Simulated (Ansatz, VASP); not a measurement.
## Two plane-wave programs on Ag2O

```xyz
6
Lattice="4.7540 0.0000 0.0000 0.0000 4.7540 0.0000 0.0000 0.0000 4.7540" Properties=species:S:1:pos:R:3 pbc="T T T"
Ag    1.1885    1.1885    3.5655
Ag    3.5655    1.1885    1.1885
Ag    1.1885    3.5655    1.1885
Ag    3.5655    3.5655    3.5655
O     0.0000    0.0000    0.0000
O     2.3770    2.3770    2.3770
```

Alike in both runs: functional PBE; dispersion D3(BJ); k mesh 8 × 8 × 8; occupations gaussian, width 0.1 eV; no spin polarisation.

Ansatz relaxed the structure, and its values are those at the end. VASP's run is a single point on that final structure, the one shown.

|  | VASP | Ansatz |
| --- | --- | --- |
| version | VASP 6.6.1 | Ansatz 0.2.0 |
| potentials or method | VASP PAW PBE potentials, release 64 (Ag, O), cutoff 600 eV | scalar-relativistic, plane waves, PAW |
| valence electrons in the cell | 56 | 88 |

|  | VASP | Ansatz | Ansatz less VASP |
| --- | --- | --- | --- |
| gap on the k mesh at the Fermi level (eV) | none | none | - |
| pressure (GPa) | -0.2 | 0.0 | +0.19 |

A gap of «none» marks a metal or a gap that the smearing closes. VASP's potentials hold 56 valence electrons a cell and Ansatz's 88, so a difference there can come from the potentials and not from the codes.
